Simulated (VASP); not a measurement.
# Pt (Fm-3m) in VASP: further runs, part 2 of 2

VASP 6.6.1. The steps go on from the part before.

### 3 Single point, LDA

Contents of INCAR:

```
ALGO = Normal ; EDIFF = 1E-6
ENCUT = 520 ; GGA = CA
ISIF = 2 ; ISMEAR = -1
LASPH = T ; LCHARG = F
LREAL = F ; LWAVE = F
NBANDS = 11 ; NELM = 80
PREC = Accurate ; SIGMA = 0.1
```

Contents of KPOINTS:

```
k-points
0
Gamma
  14 14 14
```

Contents of POSCAR:

```
Pt
1.0
    0.0000000000      1.9474302061      1.9474302061
    1.9474302061      0.0000000000      1.9474302061
    1.9474302061      1.9474302061      0.0000000000
Pt
1
Direct
    0.0000000000      0.0000000000      0.0000000000
```

Potentials or basis: VASP PAW LDA potentials, release 64 (Pt).

Run with:

```sh
cat potpaw_LDA.64/Pt/POTCAR > POTCAR
mpirun -np 1 vasp_std > vasp.out
```

OUTCAR:

```text
EDIFF = 1E-6
   ENCUT = 520
   GGA = CA
   ISIF = 2
   ISMEAR = -1
   LASPH = T
   LREAL = F
   NELM = 80
   PREC = Accurate

 ion  position               nearest neighbor table
   1  0.000  0.000  0.000-

  LATTYP: Found a face centered cubic cell.
 ALAT       =     3.8948604122

  Lattice vectors:

 A1 = (   0.0000000000,   1.9474302061,   1.9474302061)
 A2 = (   1.9474302061,   0.0000000000,   1.9474302061)
 A3 = (   1.9474302061,   1.9474302061,   0.0000000000)

Analysis of symmetry for initial positions (statically):
=====================================================================
 Subroutine PRICEL returns:
 Original cell was already a primitive cell.

 Routine SETGRP: Setting up the symmetry group for a
 face centered cubic supercell.

 Subroutine GETGRP returns: Found 48 space group operations
 (whereof 48 operations were pure point group operations)
 out of a pool of 48 trial point group operations.

The static configuration has the point symmetry O_h .

Analysis of symmetry for dynamics (positions and initial velocities):
=====================================================================
[... 158 lines left out ...]
 cond. band min:      11.5596126847   @ k =   0.4286   0.1429   0.0000
 fundamental gap:      0.0345089174
 Fermi energy:        11.5538222131

 k-point     1 :       0.0000    0.0000    0.0000
  band No.  band energies     occupation
      1       1.0675      2.00000
      2       7.6010      2.00000
      3       7.6010      2.00000
      4       7.6010      2.00000
      5       9.8702      2.00000
      6       9.8702      2.00000
      7      26.1074      0.00000
      8      31.1478      0.00000
      9      31.1478      0.00000
     10      31.1478      0.00000
     11      36.6766      0.00000
[... 309 lines left out ...]
 k-point    24 :       0.2857    0.1429    0.0000
  band No.  band energies     occupation
      1       3.6462      2.00000
      2       6.4969      2.00000
      3       7.9673      2.00000
      4       8.5656      2.00000
      5       9.7376      2.00000
      6      10.6656      1.99972
      7      25.9130      0.00000
      8      28.9587      0.00000
      9      30.6304      0.00000
     10      31.9397      0.00000
     11      36.0752      0.00000

 [... further k-points ...]
[... 5 lines left out ...]
  --------------------------------------------------------------------------------------
  -------------------------------------------------------------------------------------
  Total        0.0726199      0.0726199      0.0726199     -0.0000000      0.0000000      0.0000000
  in kB        7.8768170      7.8768170      7.8768170     -0.0000000      0.0000000      0.0000000
  external PRESSURE =       7.8768170 kB  Pullay stress =       0.0000000 kB

 VOLUME and BASIS-vectors are now :
 -----------------------------------------------------------------------------
  energy-cutoff  :      520.00
  volume of cell :       14.77
      direct lattice vectors                 reciprocal lattice vectors
     0.000000000  1.947430206  1.947430206    -0.256748611  0.256748611  0.256748611
     1.947430206  0.000000000  1.947430206     0.256748611 -0.256748611  0.256748611
     1.947430206  1.947430206  0.000000000     0.256748611  0.256748611 -0.256748611

 POSITION                                       TOTAL-FORCE (eV/Angst)
 -----------------------------------------------------------------------------------
      0.00000      0.00000      0.00000        -0.000000      0.000000     -0.000000
 -----------------------------------------------------------------------------------
    total drift:                                0.000000      0.000000      0.000000

  FREE ENERGIE OF THE ION-ELECTRON SYSTEM (eV)
  ---------------------------------------------------
  free  energy   TOTEN  =        -7.5392590139 eV

  energy  without entropy=       -7.4888255317  energy(sigma->0) =       -7.51404227
```

stdout:

```text
POSCAR found type information on POSCAR Pt
 POSCAR found :  1 types and       1 ions
 scaLAPACK will be used
 LDA part: xc-table for (Slater(with rela. corr.)+CA(PZ))
 , standard interpolation
 POSCAR, INCAR and KPOINTS ok, starting setup
 FFT: planning ... GRIDC
 FFT: planning ... GRID_SOFT
 FFT: planning ... GRID
 WAVECAR not read
 entering main loop
```

It took 9.3 s on 1 thread of Intel Xeon Platinum 8559C (Emerald Rapids), shared host; peak memory 0.12 GiB.

What came out:

| Property | Result |
| --- | --- |
| Free energy | -7.5393 eV |
| Pressure | 0.8 GPa |
| Band gap on the k mesh | zero (band 5 reaches 12.07 eV, above the bottom of band 6 at 9.75 eV) |

Levels at points of the mesh, in eV from the Fermi level:
| k point | band 1 | band 2 | band 3 | band 4 | band 5 | band 6 | band 7 | band 8 | band 9 | band 10 |
| --- | --- | --- | --- | --- | --- | --- | --- | --- | --- | --- |
| (0.00, 0.00, 0.00) | -10.49 | -3.95 | -3.95 | -3.95 | -1.68 | -1.68 | 14.55 | 19.59 | 19.59 | 19.59 |
| (0.50, 0.00, 0.00) | -7.59 | -4.01 | -4.01 | -0.57 | 0.05 | 0.05 | 5.99 | 14.13 | 19.03 | 19.03 |
| (0.50, 0.50, 0.00) | -7.33 | -6.88 | 0.03 | 0.51 | 0.51 | 1.72 | 9.09 | 11.40 | 11.40 | 20.46 |

Caveat: spin-orbit coupling is left out, which moves the levels of the heavy elements.

### 4 Single point, LDA

Contents of INCAR:

```
SYSTEM = Pt
ALGO = Normal
EDIFF = 1E-6
ENCUT = 520
GGA = CA
ISIF = 2
ISMEAR = -1
LASPH = .True.
LCHARG = .True.
LELF = .True.
LREAL = .False.
LVHAR = .True.
LWAVE = .False.
NBANDS = 11
NELM = 60
PREC = Accurate
SIGMA = 0.01
```

Contents of KPOINTS:

```
k-points
0
Gamma
  14 14 14
  0 0 0
```

POSCAR is that of step 3.

Run with:

```sh
cat potpaw_LDA.64/Pt/POTCAR > POTCAR
mpirun -np 1 vasp_std > vasp.out
```

Run time: 8.8 s. Hardware: 1 thread of Intel Xeon Platinum 8559C (Emerald Rapids), shared host; peak memory 0.12 GiB.

Results (log left out):

```yaml
Free_energy: -7.5133 eV
Pressure: 0.3 GPa
Band_gap_on_the_k_mesh: zero (band 5 reaches 12.06 eV, above the bottom of band 6 at 9.75 eV)
```

Levels at points of the mesh, in eV from the Fermi level:
| k point | band 2 | band 3 | band 4 | band 5 | band 6 | band 7 | band 8 | band 9 |
| --- | --- | --- | --- | --- | --- | --- | --- | --- |
| (0.00, 0.00, 0.00) | -3.92 | -3.92 | -3.92 | -1.65 | -1.65 | 14.59 | 19.63 | 19.63 |
| (0.50, 0.00, 0.00) | -3.98 | -3.98 | -0.54 | 0.08 | 0.08 | 6.02 | 14.16 | 19.06 |
| (0.50, 0.50, 0.00) | -6.85 | 0.06 | 0.54 | 0.54 | 1.75 | 9.12 | 11.43 | 11.43 |

Caveat: spin-orbit coupling is left out, which moves the levels of the heavy elements.

### 5 Single point, LDA

Contents of INCAR:

```
  ALGO = Normal
  EDIFF = 1E-6
  ENCUT = 520
  ISIF = 2
  ISMEAR = -1
  LASPH = True
  LCHARG = True
  LELF = True
  LREAL = False
  LVHAR = True
  LWAVE = False
  NBANDS = 11
  NELM = 60
  PREC = Accurate
  SIGMA = 0.03
```

Contents of KPOINTS:

```
k-points
0
Gamma
  14 14 14
```

POSCAR is that of step 4.

Run with:

```sh
cat potpaw_LDA.64/Pt/POTCAR > POTCAR
mpirun -np 1 vasp_std > vasp.out
```

Wall time 10 s (1 thread of Intel Xeon Platinum 8559C (Emerald Rapids), shared host); peak memory 0.12 GiB.

The run converged. Its results:

```
Free energy            : -7.5155 eV
Pressure               : 0.3 GPa
Band gap on the k mesh : zero (band 5 reaches 12.06 eV, above the bottom of band 6 at 9.75 eV)
```

Levels at points of the mesh, in eV from the Fermi level:
```tsv
k point	band 1	band 2	band 3	band 4	band 5	band 6	band 7	band 8	band 9	band 10
(0.00, 0.00, 0.00)	-10.47	-3.93	-3.93	-3.93	-1.66	-1.66	14.57	19.62	19.62	19.62
(0.50, 0.00, 0.00)	-7.57	-3.99	-3.99	-0.55	0.07	0.07	6.01	14.15	19.05	19.05
(0.50, 0.50, 0.00)	-7.31	-6.86	0.05	0.53	0.53	1.74	9.11	11.42	11.42	20.48
```

Caveat: spin-orbit coupling is left out, which moves the levels of the heavy elements.

### 6 Single point, LDA

Contents of INCAR:

```
SYSTEM = Pt
  PREC = Accurate
  ENCUT = 520
  EDIFF = 1E-6
  ISMEAR = -1
  SIGMA = 0.2
  LREAL = .FALSE.
  LASPH = .TRUE.
  NELM = 80
  ALGO = Normal
  ISIF = 2
  LWAVE = .FALSE.
  LCHARG = .FALSE.
  GGA = CA
  NBANDS = 11
```

Contents of KPOINTS:

```
Automatic mesh
0
G
  14 14 14
  0 0 0
```

POSCAR is that of step 5.

Potentials or basis: VASP PAW LDA potentials, release 64 (Pt).

Run with:

```sh
cat potpaw_LDA.64/Pt/POTCAR > POTCAR
mpirun -np 1 vasp_std > vasp.out
```

OUTCAR:

```text
SYSTEM = Pt
   PREC = Accurate
   ENCUT = 520
   EDIFF = 1E-6
   ISMEAR = -1
   LREAL = .FALSE.
   LASPH = .TRUE.
   NELM = 80
   ISIF = 2
   GGA = CA

 ion  position               nearest neighbor table
   1  0.000  0.000  0.000-

  LATTYP: Found a face centered cubic cell.
 ALAT       =     3.8948604122

  Lattice vectors:

 A1 = (   0.0000000000,   1.9474302061,   1.9474302061)
 A2 = (   1.9474302061,   0.0000000000,   1.9474302061)
 A3 = (   1.9474302061,   1.9474302061,   0.0000000000)

Analysis of symmetry for initial positions (statically):
=====================================================================
 Subroutine PRICEL returns:
 Original cell was already a primitive cell.

 Routine SETGRP: Setting up the symmetry group for a
 face centered cubic supercell.

 Subroutine GETGRP returns: Found 48 space group operations
 (whereof 48 operations were pure point group operations)
 out of a pool of 48 trial point group operations.

The static configuration has the point symmetry O_h .

Analysis of symmetry for dynamics (positions and initial velocities):
=====================================================================
 Subroutine PRICEL returns:
 Original cell was already a primitive cell.

 Routine SETGRP: Setting up the symmetry group for a
 face centered cubic supercell.

 Subroutine GETGRP returns: Found 48 space group operations
 (whereof 48 operations were pure point group operations)
 out of a pool of 48 trial point group operations.

The dynamic configuration has the point symmetry O_h .

 Subroutine INISYM returns: Found 48 space group operations
 (whereof 48 operations are pure point group operations),
 and found     1 'primitive' translations

----------------------------------------------------------------------------------------

                                     Primitive cell

  volume of cell :      14.7712

[... 104 lines left out ...]
   IMIX   =      4    mixing-type and parameters
     AMIX     =   0.40;   BMIX     =  1.00
     AMIX_MAG =   1.60;   BMIX_MAG =  1.00
  volume/ion in A,a.u.               =      14.77        99.68
  Fermi-wavevector in a.u.,A,eV,Ry     =   1.437484  2.716450 28.114526  2.066359
  Thomas-Fermi vector in A             =   2.556556
   LORBIT       =      0    0 simple, 1 ext, 2 COOP (PROOUT), +10 PAW based schemes
   GGA     = CA    functional components
   LHFCALC =     F    Hartree Fock is set to
   AEXX    =    0.0000 exact exchange contribution
   IVDW    =     0    specifies the selected vdW correction
   LEPSILON=     F    determine dielectric tensor
   LRPA    =     F    only Hartree local field effects (RPA)
 non-spin polarized calculation
  energy-cutoff  :      520.00
  volume of cell :       14.77
 maximum number of plane-waves:       411
   NGX = 11   NGY = 11   NGZ = 11

 number of electron      10.0000000 magnetization

 Free energy of the ion-electron system (eV)
  ---------------------------------------------------
  ext. energy  EPLUGINS =         0.00000000
  ---------------------------------------------------
  free energy    TOTEN  =        -7.60703751 eV

  energy without entropy =       -7.44076645  energy(sigma->0) =       -7.52390198

 E-fermi :  11.5950     XC(G=0): -13.8077

 val. band max:       11.5820569913   @ k =   0.5000   0.5000   0.0000
 cond. band min:      11.6041389387   @ k =   0.5000   0.0000   0.0000
 fundamental gap:      0.0220819474
 Fermi energy:        11.5949898208

 k-point     1 :       0.0000    0.0000    0.0000
  band No.  band energies     occupation
      1       1.0677      2.00000
      2       7.6055      2.00000
      3       7.6055      2.00000
      4       7.6055      2.00000
      5       9.8701      1.99964
      6       9.8701      1.99964
      7      26.1099      0.00000
      8      31.1456      0.00000
      9      31.1456      0.00000
     10      31.1456      0.00000
     11      36.6735      0.00000
[... 309 lines left out ...]
 k-point    24 :       0.2857    0.1429    0.0000
  band No.  band energies     occupation
      1       3.6467      2.00000
      2       6.5008      2.00000
      3       7.9688      2.00000
      4       8.5691      2.00000
      5       9.7403      1.99981
      6      10.6667      1.98090
      7      25.9124      0.00000
      8      28.9606      0.00000
      9      30.6304      0.00000
     10      31.9405      0.00000
     11      36.0749      0.00000

 [... further k-points ...]
[... 5 lines left out ...]
  --------------------------------------------------------------------------------------
  -------------------------------------------------------------------------------------
  Total        0.1564502      0.1564502      0.1564502      0.0000000      0.0000000      0.0000000
  in kB       16.9695804     16.9695804     16.9695804      0.0000000      0.0000000      0.0000000
  external PRESSURE =      16.9695804 kB  Pullay stress =       0.0000000 kB

 VOLUME and BASIS-vectors are now :
 -----------------------------------------------------------------------------
  energy-cutoff  :      520.00
  volume of cell :       14.77
      direct lattice vectors                 reciprocal lattice vectors
     0.000000000  1.947430206  1.947430206    -0.256748611  0.256748611  0.256748611
     1.947430206  0.000000000  1.947430206     0.256748611 -0.256748611  0.256748611
     1.947430206  1.947430206  0.000000000     0.256748611  0.256748611 -0.256748611

 POSITION                                       TOTAL-FORCE (eV/Angst)
 -----------------------------------------------------------------------------------
      0.00000      0.00000      0.00000         0.000000      0.000000      0.000000
 -----------------------------------------------------------------------------------
    total drift:                                0.000000     -0.000000     -0.000000

  FREE ENERGIE OF THE ION-ELECTRON SYSTEM (eV)
  ---------------------------------------------------
  free  energy   TOTEN  =        -7.6070375089 eV

  energy  without entropy=       -7.4407664494  energy(sigma->0) =       -7.52390198
```

OSZICAR:

```text
N       E                     dE             d eps       ncg     rms          rms(c)
DAV:   1     0.382409476057E+02    0.38241E+02   -0.54127E+03  2320   0.849E+02
DAV:   2    -0.740912693808E+01   -0.45650E+02   -0.43818E+02  2611   0.177E+02
DAV:   3    -0.803460044293E+01   -0.62547E+00   -0.62205E+00  2680   0.196E+01
DAV:   4    -0.803700358642E+01   -0.24031E-02   -0.24030E-02  2668   0.142E+00
DAV:   5    -0.803702148627E+01   -0.17900E-04   -0.17899E-04  2678   0.114E-01    0.142E+01
DAV:   6    -0.765673862531E+01    0.38028E+00   -0.85805E-01  2489   0.732E+00    0.737E+00
DAV:   7    -0.761177360224E+01    0.44965E-01   -0.14418E-01  2642   0.289E+00    0.265E+00
DAV:   8    -0.760718883527E+01    0.45848E-02   -0.60236E-03  2492   0.738E-01    0.547E-01
DAV:   9    -0.760703393569E+01    0.15490E-03   -0.10684E-04  2573   0.994E-02    0.116E-02
DAV:  10    -0.760703746555E+01   -0.35299E-05   -0.22839E-06  2692   0.103E-02    0.181E-03
DAV:  11    -0.760703750889E+01   -0.43340E-07   -0.43708E-08  1429   0.193E-03
   1 F= -.76070375E+01 E0= -.75239020E+01  d E =-.166271E+00
```

stdout:

```text
POSCAR found type information on POSCAR Pt
 POSCAR found :  1 types and       1 ions
 scaLAPACK will be used
 LDA part: xc-table for (Slater(with rela. corr.)+CA(PZ))
 , standard interpolation
 POSCAR, INCAR and KPOINTS ok, starting setup
 FFT: planning ... GRIDC
 FFT: planning ... GRID_SOFT
 FFT: planning ... GRID
 WAVECAR not read
 entering main loop
```

It took 7.6 s on 1 thread of Intel Xeon Platinum 8559C (Emerald Rapids), shared host; peak memory 0.12 GiB.

What came out:

| Item | Value |
| --- | --- |
| Free energy | -7.6070 eV |
| Pressure | 1.7 GPa |
| Band gap on the k mesh | zero (band 5 reaches 12.07 eV, above the bottom of band 6 at 9.75 eV) |

Levels at points of the mesh, in eV from the Fermi level:
| k point | band 2 | band 3 | band 4 | band 5 | band 6 | band 7 | band 8 | band 9 |
| --- | --- | --- | --- | --- | --- | --- | --- | --- |
| (0.00, 0.00, 0.00) | -3.99 | -3.99 | -3.99 | -1.72 | -1.72 | 14.51 | 19.55 | 19.55 |
| (0.50, 0.00, 0.00) | -4.05 | -4.05 | -0.61 | 0.01 | 0.01 | 5.95 | 14.09 | 18.99 |
| (0.50, 0.50, 0.00) | -6.92 | -0.01 | 0.47 | 0.47 | 1.68 | 9.05 | 11.36 | 11.36 |

Caveat: spin-orbit coupling is left out, which moves the levels of the heavy elements.

### 7 Summary

```tsv
smearing	gap on the mesh (eV)	pressure (GPa)
fermi-dirac 0.1 eV	none	0.8
fermi-dirac 0.01 eV	none	0.3
fermi-dirac 0.03 eV	none	0.3
fermi-dirac 0.2 eV	none	1.7
```

Alike in all rows: task single point; level LDA; potentials or basis VASP PAW LDA potentials, release 64 (Pt); no spin polarisation; cell as given; k mesh 14 × 14 × 14; cutoff (eV) 520.

Every run on the cell as given and a fine mesh finds a metal.

Caveats: spin-orbit coupling is left out, which moves the levels of the heavy elements.

Total energies depend on the potentials used, so only differences within one code and one set of settings carry meaning.
